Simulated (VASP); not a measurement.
Input of a VASP 6.6.1 run:

Contents of INCAR:

```
SYSTEM = ZrO2
  PREC = Accurate
  ENCUT = 600
  EDIFF = 1E-6
  ISMEAR = 0
  SIGMA = 0.01
  LREAL = .FALSE.
  LASPH = .TRUE.
  NELM = 120
  ALGO = Normal
  ISIF = 2
  LWAVE = .FALSE.
  LCHARG = .FALSE.
  GGA = PE
  NBANDS = 19
  GGA_COMPAT = .FALSE.
```

The input KPOINTS:

```
regular mesh
0
G
  4 4 4
  0 0 0
```

File POSCAR:

```
ZrO2
1.0
    0.0000000000      2.5864376177      2.5864376177
    2.5864376177      0.0000000000      2.5864376177
    2.5864376177      2.5864376177      0.0000000000
Zr O
1 2
Direct
    0.0000000000      0.0000000000      0.0000000000
    0.2500000000      0.2500000000      0.2500000000
    0.7500000000      0.7500000000      0.7500000000
```

Potentials or basis: VASP PAW PBE potentials, release 64 (Zr_sv, O).

The run is started by

```bash
$ cat potpaw_PBE.64/Zr_sv/POTCAR potpaw_PBE.64/O/POTCAR > POTCAR
$ mpirun -np 1 vasp_std > vasp.out
```

Predict the pressure.

-7.3 GPa.

Estimate the band gap on the k mesh.

3.22 eV, indirect (least direct gap 3.62 eV).

Caveat: the k points lie up to 0.53 Å⁻¹ apart. A k mesh can miss the band edges.
